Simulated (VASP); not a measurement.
Wanted: the native input for a VASP 6.6.1 run.

```yaml
Task: relaxation of cell and atoms
Functional: PBEsol
Potentials_or_basis: VASP PAW PBE potentials, release 64 (Sr_sv, O)
Cutoff: 600 eV
k_mesh: 6 × 6 × 4
Occupations: fermi-dirac, width 0.01 eV
Spin: no spin polarisation
Dipole_correction: no
Further_INCAR_settings: ALGO = Normal; EDIFF = 1e-06; IBRION = 2; EDIFFG = -0.01; NSW = 80; ISIF = 3
```

The structure of SrO lies in POSCAR:

```
SrO
1.0
    4.2754662700      0.0000000000      0.0000000000
   -2.1377331300      3.7026624000      0.0000000000
    0.0000000000      0.0000000000      5.1555949900
Sr O
2 2
Direct
    0.3333333333      0.6666666667      0.9381277000
    0.6666666667      0.3333333333      0.4381277000
    0.3333333333      0.6666666667      0.4368723000
    0.6666666667      0.3333333333      0.9368723000
```

These files were run (other wordings do the same):

INCAR

```
SYSTEM = SrO
  PREC = Accurate
  ENCUT = 600
  EDIFF = 1E-6
  ISMEAR = -1
  SIGMA = 0.01
  LREAL = .FALSE.
  LASPH = .TRUE.
  NELM = 60
  ALGO = Normal
  ISIF = 3
  LWAVE = .FALSE.
  LCHARG = .FALSE.
  GGA = PS
  IBRION = 2
  NSW = 80
  EDIFFG = -0.01
```

KPOINTS

```
Automatic mesh
0
G
  6 6 4
  0 0 0
```

Potentials or basis: VASP PAW PBE potentials, release 64 (Sr_sv, O).

Run with:

```console
$ cat potpaw_PBE.64/Sr_sv/POTCAR potpaw_PBE.64/O/POTCAR > POTCAR
$ mpirun -np 1 vasp_std > vasp.out
```

Results of the run:

```
Relaxed volume                        : 19.96 Å³/atom
Relaxed cell                          : a = 4.244 Å, b = 4.244 Å, c = 5.118 Å, α = 90.00°, β = 90.00°, γ = 120.00°
Space group after relaxing (to 0.1 Å) : P6_3/mmc (No. 194)
Energy gained by relaxing             : 2.2 meV/atom
Ionic steps                           : 5
Pressure after relaxing               : 0.0 GPa
Largest force after relaxing          : 0.010 eV/Å
Band gap on the k mesh                : 2.57 eV
```

Caveat: the PAW data sets were made with another functional, which shifts forces and pressure a little.

Run time: 5.3 min on 1 thread of Intel Xeon 8259CL (shared host), peak memory 0.25 GiB.
